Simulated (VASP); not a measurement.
Set up this calculation in VASP 6.6.1, as the native input.

* Task: single point
* Functional: PBE
* Potentials or basis: VASP PAW PBE potentials, release 64 (Mg)
* Cutoff: 520 eV
* k mesh: 15 × 15 × 15
* Occupations: gaussian, width 0.1 eV
* Spin: no spin polarisation
* Dipole correction: no
* Further INCAR settings: ALGO = Normal; EDIFF = 1e-06; NBANDS = 7

The structure of Mg lies in POSCAR:

```
Mg
1.0
    0.0448851200      2.2992178294      2.2992178294
    2.2992178294      0.0448851200      2.2992178294
    2.2992178294      2.2992178294      0.0448851200
Mg
1
Direct
    0.0000000000      0.0000000000      0.0000000000
```

This cell differs from its parent crystal: strained.

The input as run:

INCAR

```
PREC = Accurate
ENCUT = 520
EDIFF = 1E-6
ISMEAR = 0
SIGMA = 0.1
LREAL = F
LASPH = T
NELM = 100
ALGO = Normal
ISIF = 2
LWAVE = F
LCHARG = F
GGA = PE
NBANDS = 7
```

KPOINTS

```
regular mesh
0
Gamma
  15 15 15
```

Potentials or basis: VASP PAW PBE potentials, release 64 (Mg).

Launch:

```bash
$ cat potpaw_PBE.64/Mg/POTCAR > POTCAR
$ mpirun -np 1 vasp_std > vasp.out
```

It gave:

```yaml
Pressure: -0.8 GPa
Band_gap_on_the_k_mesh: zero (band 1 reaches 3.67 eV, above the bottom of band 2 at 1.14 eV)
```

Caveat: the cell differs from its parent crystal (strained).

Wall time 17 s on 1 thread of Intel Xeon 6975P-C (shared host), peak memory 0.18 GiB.
